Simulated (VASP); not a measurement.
Input of a VASP 6.6.1 run:

The input INCAR:

```
SYSTEM = Sn8S8O
ALGO = Normal
EDIFF = 1E-7
ENCUT = 520
ISIF = 2
ISMEAR = -1
ISPIN = 2
LASPH = .True.
LCHARG = .False.
LORBIT = 11
LREAL = Auto
LWAVE = .False.
MAGMOM = 0 0 0 0 0 0 0 0 0 0 0 0 0 0 0 0 1
NBANDS = 101
NELM = 150
PREC = Accurate
SIGMA = 0.05
```

KPOINTS

```
k-points
0
Gamma
  1 1 1
  0 0 0
```

Contents of POSCAR:

```
Sn8S8O
1.0
    2.0452200000      5.8981200000      4.0903230000
    2.0452200000     -5.8981200000      4.0903230000
    8.1808790000      0.0000000000      0.0000000000
Sn S O
8 8 1
Direct
    0.0482507925      0.7331300422      0.0361457845
    0.5529757589      0.7846936623      0.0759663780
    0.0557912488      0.6998947936      0.5123234059
    0.4890391541      0.6763700324      0.6759764841
    0.5351471785      0.2778448517      0.2853424968
    1.0169758383      0.1911194637      0.3847360811
    0.5948853388      0.2381784559      0.7526332153
    0.9840627998      0.2630025298      0.9277214645
    0.2525238829      0.5256787187      0.0251078735
    0.3650828100      1.0403318724      0.1108460085
    0.2962226187      0.4805864499      0.5349736326
    0.3325537364      0.9739445524      0.6431367057
    0.7608083948      0.0007696028      0.2222872931
    0.8372476537      0.5107876970      0.3629159092
    0.8275853013      0.0388254931      0.7171477924
    0.8236564912      0.5213228662      0.8839051792
    0.1806521031      1.1347696863      1.1062959185
```

Potentials or basis: VASP PAW LDA potentials, release 64 (Sn_d, S, O).

Launch:

```sh
$ cat potpaw_LDA.64/Sn_d/POTCAR potpaw_LDA.64/S/POTCAR potpaw_LDA.64/O/POTCAR > POTCAR
$ mpirun -np 1 vasp_gam > vasp.out
```

Q: Estimate the net moment.

A: 0.00 μB per cell.

Q: Predict the pressure.

A: -2.7 GPa.

Forces on the atoms (eV/Å):
```
Sn  -0.749 -1.402  0.868
Sn   0.373  1.043 -0.064
Sn   0.677  0.142  0.430
Sn  -0.388 -0.341  1.269
Sn   0.203  0.258 -1.002
Sn  -1.008  0.429  1.279
Sn  -0.723 -0.527 -0.489
Sn  -0.924  1.517  0.803
S    0.139  0.877 -0.450
S    0.364 -1.688 -0.775
S   -0.465 -1.185 -0.236
S   -0.335  0.563  0.478
S    1.075 -1.306  0.026
S    0.490  0.634 -0.802
S    1.932 -0.616 -1.501
S   -0.262 -0.677  0.032
O   -0.399  2.278  0.134
```

Caveat: the k points lie up to 0.93 Å⁻¹ apart.
